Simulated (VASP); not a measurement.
# BaTe (P4/mmm) in VASP: single point with PBE

Aim: the single point of BaTe with PBE.

All numbers are computed with VASP 6.6.1; they aren't measurements. Logs are shortened: lines on timing, memory, paths and dates and some standing lists are left out, and cuts for length are marked.

### Step 1. The cell of the first run

It takes space group P4/mmm (No. 123, tetragonal). Conventional cell: a = 4.476 Å, b = 4.476 Å, c = 4.049 Å, α = 90.00°, β = 90.00°, γ = 90.00°. Within 4.9 Å of Ba (site symmetry 4/mmm) lie 8 Te at 3.76 Å and 6 Ba at 4.05 to 4.48 Å. Within 4.9 Å of Te (site symmetry 4/mmm) lie 8 Ba at 3.76 Å and 6 Te at 4.05 to 4.48 Å.

### Step 2. Single point, PBE (strain +0.050 along x and y, -0.050 along z)

INCAR reads:

```
SYSTEM = BaTe
PREC     = Accurate       ! precision mode
ENCUT    = 520            ! plane-wave cutoff, eV
EDIFF    = 1E-6           ! SCF threshold, eV
ISMEAR   = 0              ! smearing method
SIGMA    = 0.05           ! smearing width, eV
LREAL    = .FALSE.        ! projectors in reciprocal space
LASPH    = .TRUE.         ! aspherical terms in the spheres
NELM     = 100            ! most SCF steps
ALGO     = Normal         ! electronic algorithm
ISIF     = 2              ! what is computed and relaxed
LWAVE    = .FALSE.        ! write WAVECAR
LCHARG   = .TRUE.         ! write CHGCAR
GGA      = PE             ! functional
LELF     = .TRUE.         ! ELF
LVHAR    = .TRUE.       
NBANDS   = 15             ! bands
```

KPOINTS reads:

```
regular mesh
0
G
  6 6 6
  0 0 0
```

POSCAR reads:

```
BaTe
1.0
    4.4755893000      0.0000000000      0.0000000000
    0.0000000000      4.4755893000      0.0000000000
    0.0000000000      0.0000000000      4.0493427000
Ba Te
1 1
Direct
    0.0000000000      0.0000000000      0.0000000000
    0.5000000000      0.5000000000      0.5000000000
```

Potentials or basis: VASP PAW PBE potentials, release 64 (Ba_sv, Te).

The run is started by

```
$ cat potpaw_PBE.64/Ba_sv/POTCAR potpaw_PBE.64/Te/POTCAR > POTCAR
$ mpirun -np 1 vasp_std > vasp.out
```

OUTCAR:

```text
SYSTEM = BaTe
   PREC = Accurate
   ENCUT = 520
   EDIFF = 1E-6
   ISMEAR = 0
   LREAL = .FALSE.
   LASPH = .TRUE.
   NELM = 100
   ISIF = 2
   GGA = PE

 ion  position               nearest neighbor table
   1  0.000  0.000  0.000-   2 3.76   2 3.76   2 3.76   2 3.76   2 3.76   2 3.76   2 3.76   2 3.76

   2  0.500  0.500  0.500-   1 3.76   1 3.76   1 3.76   1 3.76   1 3.76   1 3.76   1 3.76   1 3.76

  LATTYP: Found a simple tetragonal cell.
 ALAT       =     4.4755893000
 C/A-ratio  =     0.9047619048

  Lattice vectors:

 A1 = (   4.4755893000,   0.0000000000,   0.0000000000)
 A2 = (   0.0000000000,   4.4755893000,   0.0000000000)
 A3 = (   0.0000000000,   0.0000000000,   4.0493427000)

Analysis of symmetry for initial positions (statically):
=====================================================================
 Subroutine PRICEL returns:
 Original cell was already a primitive cell.

 Routine SETGRP: Setting up the symmetry group for a
 simple tetragonal supercell.

 Subroutine GETGRP returns: Found 16 space group operations
 (whereof 16 operations were pure point group operations)
 out of a pool of 16 trial point group operations.

The static configuration has the point symmetry D_4h.

Analysis of symmetry for dynamics (positions and initial velocities):
=====================================================================
 Subroutine PRICEL returns:
 Original cell was already a primitive cell.

 Routine SETGRP: Setting up the symmetry group for a
 simple tetragonal supercell.

 Subroutine GETGRP returns: Found 16 space group operations
 (whereof 16 operations were pure point group operations)
 out of a pool of 16 trial point group operations.

The dynamic configuration has the point symmetry D_4h.

 Subroutine INISYM returns: Found 16 space group operations
 (whereof 16 operations are pure point group operations),
 and found     1 'primitive' translations

----------------------------------------------------------------------------------------

                                     Primitive cell

  volume of cell :      81.1120

  direct lattice vectors                    reciprocal lattice vectors
     4.475589300  0.000000000  0.000000000     0.223434264  0.000000000  0.000000000
     0.000000000  4.475589300  0.000000000     0.000000000  0.223434264  0.000000000
     0.000000000  0.000000000  4.049342700     0.000000000  0.000000000  0.246953660

  length of vectors
     4.475589300  4.475589300  4.049342700     0.223434264  0.223434264  0.246953660

  position of ions in fractional coordinates (direct lattice)
     0.000000000  0.000000000  0.000000000
     0.500000000  0.500000000  0.500000000

  ion indices of the primitive-cell ions
   primitive index   ion index
                 1           1
                 2           2

----------------------------------------------------------------------------------------

 KPOINTS: regular mesh

Automatic generation of k-mesh.
 Grid dimensions read from file:
 generate k-points for:    6    6    6

 Generating k-lattice:

  Cartesian coordinates                     Fractional coordinates (reciprocal lattice)
     0.037239044  0.000000000  0.000000000     0.166666667  0.000000000  0.000000000
     0.000000000  0.037239044  0.000000000     0.000000000  0.166666667  0.000000000
     0.000000000  0.000000000  0.041158943     0.000000000  0.000000000  0.166666667

  Length of vectors
     0.037239044  0.037239044  0.041158943

  Shift w.r.t. Gamma in fractional coordinates (k-lattice)
     0.000000000  0.000000000  0.000000000

 Subroutine IBZKPT returns following result:
 ===========================================

 Found     40 irreducible k-points:

 Following reciprocal coordinates:
            Coordinates               Weight
  0.000000  0.000000  0.000000      1.000000
  0.166667  0.000000  0.000000      4.000000
  0.333333  0.000000  0.000000      4.000000
  0.500000  0.000000  0.000000      2.000000
  0.166667  0.166667  0.000000      4.000000
  0.333333  0.166667  0.000000      8.000000
[... 16 lines left out ...]
  0.333333  0.000000  0.333333      8.000000
  0.500000  0.000000  0.333333      4.000000
 [... further k-points ...]
   k-points           NKPTS =     40   k-points in BZ     NKDIM =     40   number of bands    NBANDS=     15
   number of dos      NEDOS =    301   number of ions     NIONS =      2
   total plane-waves  NPLWV =  38880
   dimension x,y,z NGX =    36 NGY =   36 NGZ =   30
   dimension x,y,z NGXF=    72 NGYF=   72 NGZF=   60
   ions per type =               1   1
   NGX,Y,Z   is equivalent  to a cutoff of  13.37, 13.37, 12.32 a.u.
   NGXF,Y,Z  is equivalent  to a cutoff of  26.74, 26.74, 24.63 a.u.
 SYSTEM =  BaTe
   PREC   = accura    normal or accurate (medium, high low for compatibility)
   ISTART =      0    job   : 0-new  1-cont  2-samecut
   ICHARG =      2    charge: 1-file 2-atom 10-const
   ISPIN  =      1    spin polarized calculation?
   LNONCOLLINEAR =      F non collinear calculations
   LSORBIT =      F    spin-orbit coupling
   LASPH  =      T    aspherical Exc in radial PAW
   ENCUT  =  520.0 eV  38.22 Ry    6.18 a.u.   8.32  8.32  7.53*2*pi/ulx,y,z
   NELM   =    100;   NELMIN=  2; NELMDL= -5     # of ELM steps
   EDIFF  = 0.1E-05   stopping-criterion for ELM
   LREAL  =      F    real-space projection
   EDIFFG = 0.1E-04   stopping-criterion for IOM
   NSW    =      0    number of steps for IOM
   IBRION =     -1    ionic relax: 0-MD 1-quasi-New 2-CG
   NFREE  =      0    steps in history (QN), initial steepest desc. (CG)
   ISIF   =      2    stress and relaxation
   ISYM   =      2    0-nonsym 1-usesym 2-fastsym
   POTIM  = 0.5000    time-step for ionic-motion
   TEBEG  =    0.0;   TEEND  =   0.0 temperature during run
   PSTRESS=    0.0 pullay stress
   NELECT =      16.0000    total number of electrons
   NUPDOWN=      -1.0000    fix difference up-down
   EMIN   =  10.00;   EMAX   =-10.00  energy-range for DOS
   EFERMI =   0.00;   METHOD = LEGACY
   ISMEAR =     0;   SIGMA  =   0.05  broadening in eV -4-tet -1-fermi 0-gaus
   EFERMI_NEDOS =   21; number of points for ismear=-14 and -15
   IALGO  =     38    algorithm
   IMIX   =      4    mixing-type and parameters
     AMIX     =   0.40;   BMIX     =  1.00
     AMIX_MAG =   1.60;   BMIX_MAG =  1.00
  volume/ion in A,a.u.               =      40.56       273.69
  Fermi-wavevector in a.u.,A,eV,Ry     =   0.952986  1.800882 12.356569  0.908182
  Thomas-Fermi vector in A             =   2.081599
   LORBIT       =      0    0 simple, 1 ext, 2 COOP (PROOUT), +10 PAW based schemes
   GGA     = PE    functional components
   LHFCALC =     F    Hartree Fock is set to
   AEXX    =    0.0000 exact exchange contribution
   IVDW    =     0    specifies the selected vdW correction
   LEPSILON=     F    determine dielectric tensor
   LRPA    =     F    only Hartree local field effects (RPA)
 non-spin polarized calculation
 Gauss-broadening in eV      SIGMA  =   0.05
  energy-cutoff  :      520.00
  volume of cell :       81.11
 maximum number of plane-waves:      2212
 NGX is ok and might be reduce to    36
   NGX = 17   NGY = 17   NGZ = 15

 number of electron      16.0000000 magnetization

 Free energy of the ion-electron system (eV)
  ---------------------------------------------------
  ext. energy  EPLUGINS =         0.00000000
  ---------------------------------------------------
  free energy    TOTEN  =        -8.15657809 eV

  energy without entropy =       -8.15654764  energy(sigma->0) =       -8.15656286

 E-fermi :   4.1108     XC(G=0):  -8.5950

 val. band max:        4.0371232073   @ k =   0.5000   0.5000   0.0000
 cond. band min:       4.1857073619   @ k =   0.5000   0.5000   0.0000
 fundamental gap:      0.1485841545
 Fermi energy:         4.1107603839

 k-point     1 :       0.0000    0.0000    0.0000
  band No.  band energies     occupation
      1     -24.7916      2.00000
      2      -9.8366      2.00000
      3      -9.8366      2.00000
      4      -9.7634      2.00000
      5      -6.7440      2.00000
      6       2.8468      2.00000
      7       2.8468      2.00000
      8       3.7362      2.00000
      9       4.2148      0.00325
     10       4.2942      0.00000
     11       5.7144      0.00000
     12       7.4615      0.00000
     13       8.1383      0.00000
     14       8.1383      0.00000
     15      11.3296      0.00000

 k-point     2 :       0.1667    0.0000    0.0000
  band No.  band energies     occupation
      1     -24.7882      2.00000
      2      -9.9377      2.00000
      3      -9.8280      2.00000
      4      -9.7570      2.00000
      5      -6.6000      2.00000
      6       1.8316      2.00000
      7       2.7006      2.00000
      8       3.6418      2.00000
      9       4.3863      0.00000
     10       5.0713      0.00000
     11       6.5645      0.00000
     12       7.7182      0.00000
     13       8.2008      0.00000
     14       8.2576      0.00000
     15      10.3454      0.00000

 k-point     3 :       0.3333    0.0000    0.0000
  band No.  band energies     occupation
      1     -24.7812      2.00000
      2     -10.1221      2.00000
      3      -9.8108      2.00000
      4      -9.7442      2.00000
      5      -6.3130      2.00000
      6       0.6929      2.00000
      7       2.4334      2.00000
      8       3.4587      2.00000
      9       4.6932      0.00000
     10       6.4357      0.00000
     11       7.9343      0.00000
     12       8.3360      0.00000
     13       8.3989      0.00000
     14       8.6062      0.00000
     15       9.1165      0.00000

 k-point     4 :       0.5000    0.0000    0.0000
  band No.  band energies     occupation
      1     -24.7777      2.00000
      2     -10.2071      2.00000
      3      -9.8021      2.00000
      4      -9.7378      2.00000
      5      -6.1663      2.00000
      6       0.2497      2.00000
      7       2.3100      2.00000
      8       3.3700      2.00000
      9       4.8756      0.00000
     10       7.8409      0.00000
     11       7.8750      0.00000
     12       8.4097      0.00000
     13       8.8801      0.00000
     14       8.8918      0.00000
     15       9.0546      0.00000
[... 307 lines left out ...]
 k-point    22 :       0.1667    0.0000    0.3333
  band No.  band energies     occupation
      1     -24.7543      2.00000
      2     -10.2565      2.00000
      3      -9.8523      2.00000
      4      -9.7745      2.00000
      5      -6.1858      2.00000
      6       1.0312      2.00000
      7       2.2280      2.00000
      8       2.6823      2.00000
      9       5.3091      0.00000
     10       6.4946      0.00000
     11       6.9856      0.00000
     12       7.2574      0.00000
     13       8.2548      0.00000
     14       9.0494      0.00000
     15       9.6871      0.00000

 k-point    23 :       0.3333    0.0000    0.3333
  band No.  band energies     occupation
      1     -24.7477      2.00000
      2     -10.2083      2.00000
      3      -9.9908      2.00000
      4      -9.7619      2.00000
      5      -6.1525      2.00000
      6       1.2544      2.00000
      7       1.7714      2.00000
      8       2.8671      2.00000
      9       5.3774      0.00000
     10       6.0717      0.00000
     11       6.3734      0.00000
     12       7.4925      0.00000
     13       7.7419      0.00000
     14       8.8881      0.00000
     15      11.4131      0.00000

 k-point    24 :       0.5000    0.0000    0.3333
  band No.  band energies     occupation
      1     -24.7445      2.00000
      2     -10.1807      2.00000
      3     -10.0602      2.00000
      4      -9.7555      2.00000
      5      -6.1386      2.00000
      6       1.2336      2.00000
      7       1.7410      2.00000
      8       2.9667      2.00000
      9       5.1834      0.00000
     10       5.9375      0.00000
     11       6.2533      0.00000
     12       6.9982      0.00000
     13       8.3254      0.00000
     14       9.4012      0.00000
     15      10.5173      0.00000

 [... further k-points ...]
[... 5 lines left out ...]
  --------------------------------------------------------------------------------------
  -------------------------------------------------------------------------------------
  Total       -1.8186519     -1.8186519      1.7522977      0.0000000      0.0000000     -0.0000000
  in kB      -35.9232140    -35.9232140     34.6125409      0.0000000      0.0000000     -0.0000000
  external PRESSURE =     -12.4112957 kB  Pullay stress =       0.0000000 kB

 VOLUME and BASIS-vectors are now :
 -----------------------------------------------------------------------------
  energy-cutoff  :      520.00
  volume of cell :       81.11
      direct lattice vectors                 reciprocal lattice vectors
     4.475589300  0.000000000  0.000000000     0.223434264  0.000000000  0.000000000
     0.000000000  4.475589300  0.000000000     0.000000000  0.223434264  0.000000000
     0.000000000  0.000000000  4.049342700     0.000000000  0.000000000  0.246953660

 POSITION                                       TOTAL-FORCE (eV/Angst)
 -----------------------------------------------------------------------------------
      0.00000      0.00000      0.00000         0.000000      0.000000      0.000000
      2.23779      2.23779      2.02467         0.000000      0.000000      0.000000
 -----------------------------------------------------------------------------------
    total drift:                               -0.000000      0.000000      0.000000

  FREE ENERGIE OF THE ION-ELECTRON SYSTEM (eV)
  ---------------------------------------------------
  free  energy   TOTEN  =        -8.1565780904 eV

  energy  without entropy=       -8.1565476359  energy(sigma->0) =       -8.15656286
```

Run time: 53 s. Hardware: 1 thread of Intel Xeon 8259CL, shared host; peak memory 0.22 GiB.

What came out:

| Quantity | Value |
| --- | --- |
| Free energy | -8.1566 eV |
| Pressure | -1.2 GPa |
| Band gap on the k mesh | 0.15 eV |

Levels at points of the mesh, in eV from the valence-band top:
| k point | band 4 | band 5 | band 6 | band 7 | band 8 | band 9 | band 10 | band 11 | band 12 | band 13 |
| --- | --- | --- | --- | --- | --- | --- | --- | --- | --- | --- |
| (0.00, 0.00, 0.00) | -13.80 | -10.78 | -1.19 | -1.19 | -0.30 | 0.18 | 0.26 | 1.68 | 3.42 | 4.10 |
| (0.50, 0.00, 0.00) | -13.77 | -10.20 | -3.79 | -1.73 | -0.67 | 0.84 | 3.80 | 3.84 | 4.37 | 4.84 |
| (0.50, 0.50, 0.00) | -13.76 | -10.39 | -2.55 | -2.55 | 0.00 | 0.15 | 2.51 | 2.91 | 2.91 | 4.96 |
| (0.00, 0.00, 0.50) | -13.80 | -10.05 | -3.74 | -1.54 | -1.54 | 1.31 | 4.01 | 4.17 | 4.21 | 4.21 |
| (0.50, 0.00, 0.50) | -13.78 | -10.17 | -2.67 | -2.35 | -0.74 | 0.61 | 1.52 | 1.83 | 2.29 | 5.21 |
| (0.50, 0.50, 0.50) | -14.00 | -9.90 | -3.30 | -3.22 | -3.22 | 3.91 | 3.91 | 4.30 | 5.10 | 5.10 |

Caveat: the cell differs from its parent crystal (strain +0.050 along x and y, -0.050 along z); the stress differs along the axes, from -4 to 3 GPa; semilocal functionals underestimate gaps, and a narrow one can read as zero; spin-orbit coupling is left out, which moves the levels of the heavy elements. A k mesh can miss the band edges.
